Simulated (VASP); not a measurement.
A run of VASP 6.6.1 is set up as follows.

Contents of INCAR:

```
SYSTEM = HfO2
PREC     = Accurate       ! precision mode
ENCUT    = 520            ! plane-wave cutoff, eV
EDIFF    = 1E-6           ! SCF threshold, eV
ISMEAR   = -1             ! smearing method
SIGMA    = 0.02           ! smearing width, eV
LREAL    = .FALSE.        ! projectors in reciprocal space
LASPH    = .TRUE.         ! aspherical terms in the spheres
NELM     = 60             ! most SCF steps
ALGO     = Normal         ! electronic algorithm
ISIF     = 2              ! what is computed and relaxed
LWAVE    = .FALSE.        ! write WAVECAR
LCHARG   = .FALSE.        ! write CHGCAR
GGA      = PE             ! functional
NBANDS   = 56             ! bands
```

KPOINTS

```
Automatic mesh
0
G
  6 6 6
  0 0 0
```

Contents of POSCAR:

```
HfO2
1.0
    5.2672807987      0.0000000000      0.0049017969
    0.0000000000      5.3368501517      0.0000000000
   -0.9009311049      0.0000000000      5.3789469241
Hf O
4 8
Direct
    0.2718274704      0.4508322620      0.7123341846
    0.7281725296      0.9508322620      0.7876658154
    0.7281725296      0.5491677380      0.2876658154
    0.2718274704      0.0491677380      0.2123341846
    0.4602856423      0.7408097487      0.9602415381
    0.5397143577      0.2408097487      0.5397584619
    0.5397143577      0.2591902513      0.0397584619
    0.4602856423      0.7591902513      0.4602415381
    0.0629476923      0.3220700462      0.3586844101
    0.9370523077      0.8220700462      0.1413155899
    0.9370523077      0.6779299538      0.6413155899
    0.0629476923      0.1779299538      0.8586844101
```

Potentials or basis: VASP PAW PBE potentials, release 64 (Hf_pv, O).

Run with:

```console
$ cat potpaw_PBE.64/Hf_pv/POTCAR potpaw_PBE.64/O/POTCAR > POTCAR
$ mpirun -np 1 vasp_std > vasp.out
```

(1) Estimate the pressure.

(2) Predict the largest force.

(3) Predict the band gap on the k mesh.

## Answers

(1) -12.5 GPa.

(2) 0.021 eV/Å.

(3) 4.16 eV, indirect (least direct gap 4.23 eV).

Caveat: the cell differs from its parent crystal (strain +3.0%); spin-orbit coupling is left out, which moves the levels of the heavy elements.
